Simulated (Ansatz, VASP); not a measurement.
# One calculation of P, two programs

INCAR

```
ALGO     = Normal         # electronic algorithm
EDIFF    = 1E-7           # SCF threshold, eV
ENCUT    = 520            # plane-wave cutoff, eV
GGA      = PE             # functional
ISIF     = 2              # what is computed and relaxed
ISMEAR   = -1             # smearing method
LASPH    = T              # aspherical terms in the spheres
LCHARG   = T              # write CHGCAR
LELF     = T              # ELF
LREAL    = F              # projectors in reciprocal space
LVHAR    = T            
LWAVE    = F              # write WAVECAR
NBANDS   = 8              # bands
NELM     = 80             # most SCF steps
PREC     = Accurate       # precision mode
SIGMA    = 0.05           # smearing width, eV
```

File KPOINTS:

```
k-points
0
Gamma
  20 20 20
```

POSCAR

```
P
1.0
    0.0000000000      1.9381902623      1.9381902623
    1.9381902623      0.0000000000      1.9381902623
    1.9381902623      1.9381902623      0.0000000000
P
1
Direct
    0.0000000000      0.0000000000      0.0000000000
```

Input for Ansatz:

```yaml
crystal:
  lattice:
    - [0.0, 1.9381902623, 1.9381902623]
    - [1.9381902623, 0.0, 1.9381902623]
    - [1.9381902623, 1.9381902623, 0.0]
  atoms:
    - { symbol: P, position: [0.0, 0.0, 0.0] }
kpoints:
  mp_grid: { grid: [20, 20, 20] }
  band_path:
    path:
      - [0.0, 0.0, 0.0]
      - [0.5, 0.0, 0.5]
      - [0.625, 0.25, 0.625]
      - [0.375, 0.375, 0.75]
      - [0.0, 0.0, 0.0]
      - [0.5, 0.5, 0.5]
      - [0.5, 0.25, 0.75]
      - [0.5, 0.0, 0.5]
    npoints: 5
scf:
  occupations: { method: fermi_dirac, width: 0.05 }
hamiltonian:
  xc: pbe
  pseudopotentials:
    kind: all_electron
    lapw: { basis_error: 0.0005 }
    relativity: none
output:
  forces: true
  stress: true
  eigenvalues: true
```

Alike in both runs: task single point; functional PBE; k mesh 20 × 20 × 20; occupations fermi-dirac, width 0.05 eV; no spin polarisation.

|  | VASP | Ansatz |
| --- | --- | --- |
| version | VASP 6.6.1 | Ansatz 0.2.0 |
| potentials or method | VASP PAW PBE potentials, release 64 (P), cutoff 520 eV | all-electron LAPW, non-relativistic |

Ansatz gave:

| Quantity | Value |
| --- | --- |
| pressure (GPa) | -0.1 |

Q: Estimate VASP's values.

A: Pressure (GPa): -0.2.

Ansatz ran all-electron here, and VASP with PAW potentials.
